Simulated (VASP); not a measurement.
A run of VASP 6.6.1:

File INCAR:

```
SYSTEM = Na2BrCl
ALGO     = Normal         ! electronic algorithm
EDIFF    = 1E-6           ! SCF threshold, eV
ENCUT    = 520            ! plane-wave cutoff, eV
GGA      = CA             ! functional
ISIF     = 2              ! what is computed and relaxed
ISMEAR   = 0              ! smearing method
LASPH    = .True.         ! aspherical terms in the spheres
LCHARG   = .True.         ! write CHGCAR
LELF     = .True.         ! ELF
LREAL    = .False.        ! projectors in reciprocal space
LVHAR    = .True.       
LWAVE    = .False.        ! write WAVECAR
NBANDS   = 22             ! bands
NELM     = 100            ! most SCF steps
PREC     = Accurate       ! precision mode
SIGMA    = 0.05           ! smearing width, eV
```

KPOINTS

```
k-points
0
Gamma
  9 9 9
  0 0 0
```

Contents of POSCAR:

```
Na2BrCl
1.0
    1.9888625555      1.1482703318      6.4983477511
   -1.9888625555      1.1482703318      6.4983477511
    0.0000000000     -2.2965406636      6.4983477511
Na Br Cl
2 1 1
Direct
    0.2545086910      0.2545086910      0.2545086910
    0.7454913090      0.7454913090      0.7454913090
    0.5000000000      0.5000000000      0.5000000000
    0.0000000000      0.0000000000      0.0000000000
```

Potentials or basis: VASP PAW LDA potentials, release 64 (Na_pv, Br, Cl).

Command:

```sh
$ cat potpaw_LDA.64/Na_pv/POTCAR potpaw_LDA.64/Br/POTCAR potpaw_LDA.64/Cl/POTCAR > POTCAR
$ mpirun -np 1 vasp_std > vasp.out
```

Hardware: 1 thread of AMD EPYC 7R43 64-Core Processor (Zen 3) (shared host).

Question: Estimate the wall time of this run.

Answer: Run time: 5.7 min on 1 thread of AMD EPYC 7R43 64-Core Processor (Zen 3), on a shared host, peak memory 0.34 GiB. Counts: scf iterations 13, k points 85.
